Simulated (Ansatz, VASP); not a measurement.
# One calculation of Se, two programs

INCAR

```
ALGO     = Normal         # electronic algorithm
EDIFF    = 1E-7           # SCF threshold, eV
ENCUT    = 520            # plane-wave cutoff, eV
GGA      = PE             # functional
ISIF     = 2              # what is computed and relaxed
ISMEAR   = -1             # smearing method
LASPH    = True           # aspherical terms in the spheres
LCHARG   = False          # write CHGCAR
LREAL    = False          # projectors in reciprocal space
LWAVE    = False          # write WAVECAR
NBANDS   = 16             # bands
NELM     = 80             # most SCF steps
PREC     = Accurate       # precision mode
SIGMA    = 0.03           # smearing width, eV
```

KPOINTS

```
k-points
0
Gamma
  8 8 6
```

The input POSCAR:

```
Se
1.0
    4.4124811141      0.0000000000      0.0000000000
   -2.2062405570      3.8213207385      0.0000000000
    0.0000000000      0.0000000000      5.0145818112
Se
3
Direct
    0.2170000000      0.0000000000      0.1666666667
    0.0000000000      0.2170000000      0.8333333333
    0.7830000000      0.7830000000      0.5000000000
```

Input for Ansatz:

```yaml
crystal:
  lattice:
    - [4.4124811141, 0.0, 0.0]
    - [-2.206240557, 3.8213207385, 0.0]
    - [0.0, 0.0, 5.0145818112]
  atoms:
    - { symbol: Se, position: [0.217, 0.0, 0.1666666667] }
    - { symbol: Se, position: [0.0, 0.217, 0.8333333333] }
    - { symbol: Se, position: [0.783, 0.783, 0.5] }
kpoints:
  mp_grid: { grid: [8, 8, 6] }
  band_path:
    path:
      - [0.0, 0.0, 0.0]
      - [0.5, 0.0, 0.0]
      - [0.3333333333, 0.3333333333, 0.0]
      - [0.0, 0.0, 0.0]
      - [0.0, 0.0, 0.5]
      - [0.5, 0.0, 0.5]
      - [0.3333333333, 0.3333333333, 0.5]
      - [0.0, 0.0, 0.5]
      - [0.5, 0.0, 0.5]
    npoints: 5
scf:
  occupations: { method: fermi_dirac, width: 0.03 }
hamiltonian:
  xc: pbe
  pseudopotentials: { kind: all_electron, lapw: { basis_error: 0.0005 } }
output:
  forces: true
  stress: true
  eigenvalues: true
```

Change from the starting cell: volume scaled by 1.04.

Alike in both runs: task single point; functional PBE; k mesh 8 × 8 × 6; occupations fermi-dirac, width 0.03 eV; no spin polarisation.

```csv
,VASP,Ansatz
version,VASP 6.6.1,Ansatz 0.2.0
potentials or method,"VASP PAW PBE potentials, release 64 (Se), cutoff 520 eV","all-electron LAPW, scalar-relativistic"
```

Ansatz gave:

* pressure (GPa): 3.0
* traceless stress, the component that is largest in VASP (GPa): 0.78
* rms of the force components (eV/Å): 0.390

Q: Which values does VASP return?

A: Pressure (GPa): 3.1; traceless stress, the component that is largest in VASP (GPa): 0.84; rms of the force components (eV/Å): 0.414.

Atom by atom the forces differ by 0.024 eV/Å (rms over components). Ansatz ran all-electron here, and VASP with PAW potentials.
